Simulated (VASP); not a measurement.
# BiTe (Fm-3m) in VASP: notebook

The runs below take BiTe through single point, with PBE0, PBE-based screened hybrid with 35 % exact exchange, PBE-based screened hybrid with 50 % exact exchange.

Program: VASP 6.6.1. These are calculated values, not measurements. Logs are shortened: lines on timing, memory, paths and dates and some standing lists are left out, and cuts for length are marked.

**1. The cell of the first run**

It takes space group Fm-3m (No. 225, cubic). Conventional cell: a = 6.470 Å, b = 6.470 Å, c = 6.470 Å, α = 90.00°, β = 90.00°, γ = 90.00°. Bi (site symmetry m-3m) has 6 Te at 3.23 Å within 4.3 Å. Within 4.3 Å of Te (site symmetry m-3m) lie 6 Bi at 3.23 Å.

**2. Single point, PBE0**

Input file POSCAR:

```
BiTe
1.0
    0.0000000000      3.2350000000      3.2350000000
    3.2350000000      0.0000000000      3.2350000000
    3.2350000000      3.2350000000      0.0000000000
Bi Te
1 1
Direct
    0.0000000000      0.0000000000      0.0000000000
    0.5000000000      0.5000000000      0.5000000000
```

Input file INCAR.step1:

```
PREC     = Accurate       # precision mode
ENCUT    = 520            # plane-wave cutoff, eV
EDIFF    = 1E-5           # SCF threshold, eV
ISMEAR   = -1             # smearing method
SIGMA    = 0.05           # smearing width, eV
LREAL    = False          # projectors in reciprocal space
LASPH    = True           # aspherical terms in the spheres
NELM     = 60             # most SCF steps
ALGO     = Normal         # electronic algorithm
ISIF     = 2              # what is computed and relaxed
LWAVE    = True           # write WAVECAR
LCHARG   = False          # write CHGCAR
NBANDS   = 18             # bands
GGA      = PE             # functional
```

Input file INCAR.step2:

```
PREC     = Accurate       # precision mode
ENCUT    = 520            # plane-wave cutoff, eV
EDIFF    = 1E-6           # SCF threshold, eV
ISMEAR   = -1             # smearing method
SIGMA    = 0.05           # smearing width, eV
LREAL    = False          # projectors in reciprocal space
LASPH    = True           # aspherical terms in the spheres
NELM     = 60             # most SCF steps
ALGO     = Normal         # electronic algorithm
ISIF     = 2              # what is computed and relaxed
LWAVE    = False          # write WAVECAR
LCHARG   = False          # write CHGCAR
GGA      = PE             # functional
LHFCALC  = True           # exact exchange
AEXX     = 0.25           # exact-exchange fraction
PRECFOCK = Normal       
NBANDS   = 18             # bands
ISTART   = 1
```

Input file KPOINTS:

```
Automatic mesh
0
Gamma
  4 4 4
```

Potentials or basis: VASP PAW PBE potentials, release 64 (Bi_d, Te).

Started as:

```console
$ cat potpaw_PBE.64/Bi_d/POTCAR potpaw_PBE.64/Te/POTCAR > POTCAR
$ cp INCAR.step1 INCAR
$ mpirun -np 1 vasp_std > vasp.out
$ cp INCAR.step2 INCAR
$ mpirun -np 1 vasp_std > vasp.out
```

OUTCAR:

```text
PREC = Accurate
   ENCUT = 520
   EDIFF = 1E-6
   ISMEAR = -1
   LREAL = False
   LASPH = True
   NELM = 60
   ISIF = 2
   GGA = PE
   LHFCALC = True
   AEXX = 0.25
   PRECFOCK = Normal
   ISTART = 1

 ion  position               nearest neighbor table
   1  0.000  0.000  0.000-   2 3.23   2 3.23   2 3.23   2 3.23   2 3.23   2 3.23
   2  0.500  0.500  0.500-   1 3.23   1 3.23   1 3.23   1 3.23   1 3.23   1 3.23

  LATTYP: Found a face centered cubic cell.
 ALAT       =     6.4700000000

  Lattice vectors:

 A1 = (   0.0000000000,   3.2350000000,   3.2350000000)
 A2 = (   3.2350000000,   0.0000000000,   3.2350000000)
 A3 = (   3.2350000000,   3.2350000000,   0.0000000000)

Analysis of symmetry for initial positions (statically):
=====================================================================
 Subroutine PRICEL returns:
 Original cell was already a primitive cell.

 Routine SETGRP: Setting up the symmetry group for a
 face centered cubic supercell.

 Subroutine GETGRP returns: Found 48 space group operations
 (whereof 48 operations were pure point group operations)
 out of a pool of 48 trial point group operations.

The static configuration has the point symmetry O_h .

Analysis of symmetry for dynamics (positions and initial velocities):
=====================================================================
 Subroutine PRICEL returns:
 Original cell was already a primitive cell.

 Routine SETGRP: Setting up the symmetry group for a
 face centered cubic supercell.

 Subroutine GETGRP returns: Found 48 space group operations
 (whereof 48 operations were pure point group operations)
 out of a pool of 48 trial point group operations.

The dynamic configuration has the point symmetry O_h .

 Subroutine INISYM returns: Found 48 space group operations
 (whereof 48 operations are pure point group operations),
 and found     1 'primitive' translations

----------------------------------------------------------------------------------------

                                     Primitive cell

  volume of cell :      67.7100

  direct lattice vectors                    reciprocal lattice vectors
[... 70 lines left out ...]
   EDIFF  = 0.1E-05   stopping-criterion for ELM
   LREAL  =      F    real-space projection
   EDIFFG = 0.1E-04   stopping-criterion for IOM
   NSW    =      0    number of steps for IOM
   IBRION =     -1    ionic relax: 0-MD 1-quasi-New 2-CG
   NFREE  =      0    steps in history (QN), initial steepest desc. (CG)
   ISIF   =      2    stress and relaxation
   ISYM   =      3    0-nonsym 1-usesym 2-fastsym
   POTIM  = 0.5000    time-step for ionic-motion
   TEBEG  =    0.0;   TEEND  =   0.0 temperature during run
   PSTRESS=    0.0 pullay stress
   NELECT =      21.0000    total number of electrons
   NUPDOWN=      -1.0000    fix difference up-down
   EMIN   =  10.00;   EMAX   =-10.00  energy-range for DOS
   EFERMI =   0.00;   METHOD = LEGACY
   ISMEAR =    -1;   SIGMA  =   0.05  broadening in eV -4-tet -1-fermi 0-gaus
   EFERMI_NEDOS =   21; number of points for ismear=-14 and -15
   IALGO  =     38    algorithm
   IMIX   =      1    mixing-type and parameters
     AMIX     =   0.40;   BMIX     =  1.00
     AMIX_MAG =   1.60;   BMIX_MAG =  1.00
  volume/ion in A,a.u.               =      33.86       228.46
  Fermi-wavevector in a.u.,A,eV,Ry     =   1.108146  2.094092 16.707785  1.227988
  Thomas-Fermi vector in A             =   2.244669
   LORBIT       =      0    0 simple, 1 ext, 2 COOP (PROOUT), +10 PAW based schemes
   GGA     = PE    functional components
   LHFCALC =     T    Hartree Fock is set to
   PRECFOCK=normal    Normal, Fast or Accurate (Low or Medium for compatibility)
   ENCUT4O =  -1.0   cutoff for four orbital integrals eV
   NKREDX  =     1    reduce k-point grid by
   NKREDY  =     1    reduce k-point grid by
   NKREDZ  =     1    reduce k-point grid by
   AEXX    =    0.2500 exact exchange contribution
   HFSCREEN=    0.0000 screening length (either q_TF or 0.3 A-1)
   HFSCREENC=   0.0000 screening length for correlation (either q_TF or 0.3 A-1)
   ENCUTFOCK=  -1.0 apply spherical cutoff to Coloumb kernel
   IVDW    =     0    specifies the selected vdW correction
   LEPSILON=     F    determine dielectric tensor
   LRPA    =     F    only Hartree local field effects (RPA)
 non-spin polarized calculation
  energy-cutoff  :      520.00
  volume of cell :       67.71
 maximum number of plane-waves:      1847
 NGX is ok and might be reduce to    36
  NGX = 28; NGY = 28; NGZ = 28

 number of electron      21.0000001 magnetization

 Free energy of the ion-electron system (eV)
  ---------------------------------------------------
  ext. energy  EPLUGINS =         0.00000000
  ---------------------------------------------------
  free energy    TOTEN  =        -9.71066433 eV

  energy without entropy =       -9.70221335  energy(sigma->0) =       -9.70643884

 E-fermi :   6.7141     XC(G=0):  -7.4778

 val. band max:        6.1410712981   @ k =  -0.2500   0.2500   0.0000
 cond. band min:       6.7945606243   @ k =  -0.2500   0.2500   0.0000
 fundamental gap:      0.6534893262
 Fermi energy:         6.7140926417

 k-point     1 :       0.0000    0.0000    0.0000
  band No.  band energies     occupation
      1     -19.1994      2.00000
      2     -19.1994      2.00000
      3     -19.1909      2.00000
      4     -19.1909      2.00000
      5     -19.1909      2.00000
      6      -8.8827      2.00000
[... 145 lines left out ...]
      5     -19.1803      2.00000
      6      -6.3495      2.00000
[... 10 lines left out ...]
     17      17.2782      0.00000
     18      18.4032      0.00000

------------------------ aborting loop because EDIFF is reached ----------------------------------------

  FORCE on cell =-STRESS in cart. coord.  units (eV):
  Direction    XX          YY          ZZ          XY          YZ          ZX
  --------------------------------------------------------------------------------------
  -------------------------------------------------------------------------------------
  Total       -0.7652842     -0.7652842     -0.7652842     -0.0000000      0.0000000     -0.0000000
  in kB      -18.1084177    -18.1084177    -18.1084177     -0.0000000      0.0000000     -0.0000000
  external PRESSURE =     -18.1084177 kB  Pullay stress =       0.0000000 kB

 VOLUME and BASIS-vectors are now :
 -----------------------------------------------------------------------------
  energy-cutoff  :      520.00
  volume of cell :       67.71
      direct lattice vectors                 reciprocal lattice vectors
     0.000000000  3.235000000  3.235000000    -0.154559505  0.154559505  0.154559505
     3.235000000  0.000000000  3.235000000     0.154559505 -0.154559505  0.154559505
     3.235000000  3.235000000  0.000000000     0.154559505  0.154559505 -0.154559505

 POSITION                                       TOTAL-FORCE (eV/Angst)
 -----------------------------------------------------------------------------------
      0.00000      0.00000      0.00000         0.000000      0.000000     -0.000000
      3.23500      3.23500      3.23500        -0.000000     -0.000000      0.000000
 -----------------------------------------------------------------------------------
    total drift:                               -0.000002     -0.000001     -0.000002

  FREE ENERGIE OF THE ION-ELECTRON SYSTEM (eV)
  ---------------------------------------------------
  free  energy   TOTEN  =        -9.7106643272 eV

  energy  without entropy=       -9.7022133547  energy(sigma->0) =       -9.70643884
```

OUTCAR.step1:

```text
PREC = Accurate
   ENCUT = 520
   EDIFF = 1E-5
   ISMEAR = -1
   LREAL = False
[... 371 lines left out ...]
      0.00000      0.00000      0.00000         0.000000      0.000000      0.000000
      3.23500      3.23500      3.23500         0.000000      0.000000      0.000000
 -----------------------------------------------------------------------------------
    total drift:                               -0.000000      0.000000      0.000000

  FREE ENERGIE OF THE ION-ELECTRON SYSTEM (eV)
  ---------------------------------------------------
  free  energy   TOTEN  =        -7.2101619837 eV

  energy  without entropy=       -7.1868337740  energy(sigma->0) =       -7.19849788
```

Wall time 17 min (1 thread of AMD EPYC 7R43 (Zen 3), shared host); peak memory 0.19 GiB.

Results:

```
Free energy            : -9.7107 eV
Pressure               : -1.8 GPa
Band gap on the k mesh : zero (an odd number of electrons rules out a gap without spin polarisation)
```

Levels at points of the mesh, in eV from the Fermi level:
```
           k point  band 8  band 9  band 10  band 11  band 12  band 13
(0.00, 0.00, 0.00)   -3.56   -3.56    -3.56     2.76     2.76     2.76
(0.50, 0.00, 0.00)   -2.80   -2.80    -2.30    -1.24    -1.13    -1.13
(0.50, 0.50, 0.00)   -7.06   -5.22    -5.22     2.66     4.32     4.32
```

Caveat: the k points lie up to 0.42 Å⁻¹ apart, too coarse for converged energies and pressures of a metal; the PAW data sets were made with another functional, which shifts forces and pressure a little; spin-orbit coupling is left out, which moves the levels of the heavy elements.

**3. Single point, PBE0**

This run uses another cell than the first one, of 34.53 Å³/atom.

Input file POSCAR:

```
BiTe
1.0
    0.0000000000      3.2564244654      3.2564244654
    3.2564244654      0.0000000000      3.2564244654
    3.2564244654      3.2564244654      0.0000000000
Bi Te
1 1
Direct
    0.0000000000      0.0000000000      0.0000000000
    0.5000000000      0.5000000000      0.5000000000
```

Input file INCAR.step1:

```
SYSTEM = BiTe
PREC = Accurate ; ENCUT = 520
EDIFF = 1E-5 ; ISMEAR = -1
SIGMA = 0.05 ; LREAL = .False.
LASPH = .True. ; NELM = 60
ALGO = Normal ; ISIF = 2
LWAVE = .True. ; LCHARG = .False.
NBANDS = 18 ; GGA = PE
```

Input file INCAR.step2:

```
SYSTEM = BiTe
PREC = Accurate ; ENCUT = 520
EDIFF = 1E-7 ; ISMEAR = -1
SIGMA = 0.05 ; LREAL = .False.
LASPH = .True. ; NELM = 60
ALGO = Normal ; ISIF = 2
LWAVE = .False. ; LCHARG = .False.
GGA = PE ; LHFCALC = .True.
AEXX = 0.25 ; PRECFOCK = Normal
NBANDS = 18 ; ISTART = 1
```

Input file KPOINTS:

```
Automatic mesh
0
Gamma
  4 4 4
  0 0 0
```

Potentials or basis: VASP PAW PBE potentials, release 64 (Bi_d, Te).

Started as:

```console
$ cat potpaw_PBE.64/Bi_d/POTCAR potpaw_PBE.64/Te/POTCAR > POTCAR
$ cp INCAR.step1 INCAR
$ mpirun -np 1 vasp_std > vasp.out
$ cp INCAR.step2 INCAR
$ mpirun -np 1 vasp_std > vasp.out
```

It took 25 min on 1 thread of AMD EPYC 7R43 (Zen 3), shared host; peak memory 0.19 GiB.

The run converged. Its results:

```yaml
Free_energy: -9.6919 eV
Pressure: -2.7 GPa
Band_gap_on_the_k_mesh: zero (an odd number of electrons rules out a gap without spin polarisation)
```

Levels at points of the mesh, in eV from the Fermi level:
```
           k point  band 6  band 7  band 8  band 9  band 10  band 11  band 12  band 13  band 14  band 15
(0.00, 0.00, 0.00)  -15.43   -9.41   -3.47   -3.47    -3.47     2.74     2.74     2.74     5.31     5.31
(0.50, 0.00, 0.00)  -13.36  -12.85   -2.73   -2.73    -2.28    -1.20    -1.07    -1.07     8.09     8.54
(0.50, 0.50, 0.00)  -13.51  -11.46   -6.89   -5.09    -5.09     2.76     4.24     4.24     5.72     9.43
```

Caveat: the k points lie up to 0.42 Å⁻¹ apart, too coarse for converged energies and pressures of a metal; the PAW data sets were made with another functional, which shifts forces and pressure a little; spin-orbit coupling is left out, which moves the levels of the heavy elements.

**4. Single point, PBE0**

This run uses another cell than the first one, of 35.21 Å³/atom.

Input file POSCAR:

```
BiTe
1.0
    0.0000000000      3.2775706714      3.2775706714
    3.2775706714      0.0000000000      3.2775706714
    3.2775706714      3.2775706714      0.0000000000
Bi Te
1 1
Direct
    0.0000000000      0.0000000000      0.0000000000
    0.5000000000      0.5000000000      0.5000000000
```

Input file INCAR.step1:

```
SYSTEM = BiTe
PREC = Accurate
ENCUT = 520
EDIFF = 1E-5
ISMEAR = -1
SIGMA = 0.05
LREAL = .FALSE.
LASPH = .TRUE.
NELM = 60
ALGO = Normal
ISIF = 2
LWAVE = .TRUE.
NBANDS = 18
GGA = PE
```

Input file INCAR.step2:

```
SYSTEM = BiTe
PREC = Accurate
ENCUT = 520
EDIFF = 1E-6
ISMEAR = -1
SIGMA = 0.05
LREAL = .FALSE.
LASPH = .TRUE.
NELM = 60
ALGO = Normal
ISIF = 2
LWAVE = .FALSE.
LCHARG = .TRUE.
GGA = PE
LHFCALC = .TRUE.
AEXX = 0.25
PRECFOCK = Normal
LELF = .TRUE.
LVHAR = .TRUE.
NBANDS = 18
ISTART = 1
```

Input file KPOINTS:

```
regular mesh
0
G
  4 4 4
  0 0 0
```

Potentials or basis: VASP PAW PBE potentials, release 64 (Bi_d, Te).

Started as:

```console
$ cat potpaw_PBE.64/Bi_d/POTCAR potpaw_PBE.64/Te/POTCAR > POTCAR
$ cp INCAR.step1 INCAR
$ mpirun -np 1 vasp_std > vasp.out
$ cp INCAR.step2 INCAR
$ mpirun -np 1 vasp_std > vasp.out
```

OUTCAR:

```text
SYSTEM = BiTe
   PREC = Accurate
   ENCUT = 520
   EDIFF = 1E-6
   ISMEAR = -1
   LREAL = .FALSE.
   LASPH = .TRUE.
   NELM = 60
   ISIF = 2
   GGA = PE
   LHFCALC = .TRUE.
   AEXX = 0.25
   PRECFOCK = Normal
   ISTART = 1

 ion  position               nearest neighbor table
   1  0.000  0.000  0.000-   2 3.28   2 3.28   2 3.28   2 3.28   2 3.28   2 3.28
   2  0.500  0.500  0.500-   1 3.28   1 3.28   1 3.28   1 3.28   1 3.28   1 3.28

  LATTYP: Found a face centered cubic cell.
 ALAT       =     6.5551413428

  Lattice vectors:

 A1 = (   0.0000000000,   3.2775706714,   3.2775706714)
 A2 = (   3.2775706714,   0.0000000000,   3.2775706714)
 A3 = (   3.2775706714,   3.2775706714,   0.0000000000)

Analysis of symmetry for initial positions (statically):
=====================================================================
 Subroutine PRICEL returns:
 Original cell was already a primitive cell.

 Routine SETGRP: Setting up the symmetry group for a
 face centered cubic supercell.

 Subroutine GETGRP returns: Found 48 space group operations
[... 152 lines left out ...]
  free energy    TOTEN  =        -9.66581166 eV

  energy without entropy =       -9.65735310  energy(sigma->0) =       -9.66158238

 E-fermi :   6.1984     XC(G=0):  -7.3437

 val. band max:        5.6951109098   @ k =  -0.2500   0.2500   0.0000
 cond. band min:       6.2788436854   @ k =  -0.2500   0.2500   0.0000
 fundamental gap:      0.5837327755
 Fermi energy:         6.1983875852

 k-point     1 :       0.0000    0.0000    0.0000
  band No.  band energies     occupation
      1     -19.6634      2.00000
      2     -19.6634      2.00000
      3     -19.6576      2.00000
      4     -19.6576      2.00000
      5     -19.6576      2.00000
      6      -9.0643      2.00000
[... 145 lines left out ...]
      5     -19.6488      2.00000
      6      -6.6901      2.00000
[... 10 lines left out ...]
     17      16.6169      0.00000
     18      17.8357      0.00000

------------------------ aborting loop because EDIFF is reached ----------------------------------------

  FORCE on cell =-STRESS in cart. coord.  units (eV):
  Direction    XX          YY          ZZ          XY          YZ          ZX
  --------------------------------------------------------------------------------------
  -------------------------------------------------------------------------------------
  Total       -1.5530192     -1.5530192     -1.5530192     -0.0000000      0.0000000     -0.0000000
  in kB      -35.3346849    -35.3346849    -35.3346849     -0.0000000      0.0000000     -0.0000000
  external PRESSURE =     -35.3346849 kB  Pullay stress =       0.0000000 kB

 VOLUME and BASIS-vectors are now :
 -----------------------------------------------------------------------------
  energy-cutoff  :      520.00
  volume of cell :       70.42
      direct lattice vectors                 reciprocal lattice vectors
     0.000000000  3.277570671  3.277570671    -0.152552012  0.152552012  0.152552012
     3.277570671  0.000000000  3.277570671     0.152552012 -0.152552012  0.152552012
     3.277570671  3.277570671  0.000000000     0.152552012  0.152552012 -0.152552012

 POSITION                                       TOTAL-FORCE (eV/Angst)
 -----------------------------------------------------------------------------------
      0.00000      0.00000      0.00000        -0.000000      0.000000     -0.000000
      3.27757      3.27757      3.27757         0.000000     -0.000000      0.000000
 -----------------------------------------------------------------------------------
    total drift:                                0.000001      0.000001      0.000000

  FREE ENERGIE OF THE ION-ELECTRON SYSTEM (eV)
  ---------------------------------------------------
  free  energy   TOTEN  =        -9.6658116633 eV

  energy  without entropy=       -9.6573530951  energy(sigma->0) =       -9.66158238
```

OUTCAR.step1:

```text
SYSTEM = BiTe
   PREC = Accurate
   ENCUT = 520
   EDIFF = 1E-5
   ISMEAR = -1
   LREAL = .FALSE.
[... 371 lines left out ...]
      0.00000      0.00000      0.00000         0.000000      0.000000      0.000000
      3.27757      3.27757      3.27757        -0.000000     -0.000000     -0.000000
 -----------------------------------------------------------------------------------
    total drift:                               -0.000000      0.000000      0.000000

  FREE ENERGIE OF THE ION-ELECTRON SYSTEM (eV)
  ---------------------------------------------------
  free  energy   TOTEN  =        -7.2065776604 eV

  energy  without entropy=       -7.1806839187  energy(sigma->0) =       -7.19363079
```

It took 24 min on 1 thread of AMD EPYC 7R43 (Zen 3), shared host; peak memory 0.19 GiB.

What came out:

```yaml
Free_energy: -9.6658 eV
Pressure: -3.5 GPa
Band_gap_on_the_k_mesh: zero (an odd number of electrons rules out a gap without spin polarisation)
```

Caveat: the k points lie up to 0.42 Å⁻¹ apart, too coarse for converged energies and pressures of a metal; the PAW data sets were made with another functional, which shifts forces and pressure a little; spin-orbit coupling is left out, which moves the levels of the heavy elements.

(Continued in part 2 of 2.)
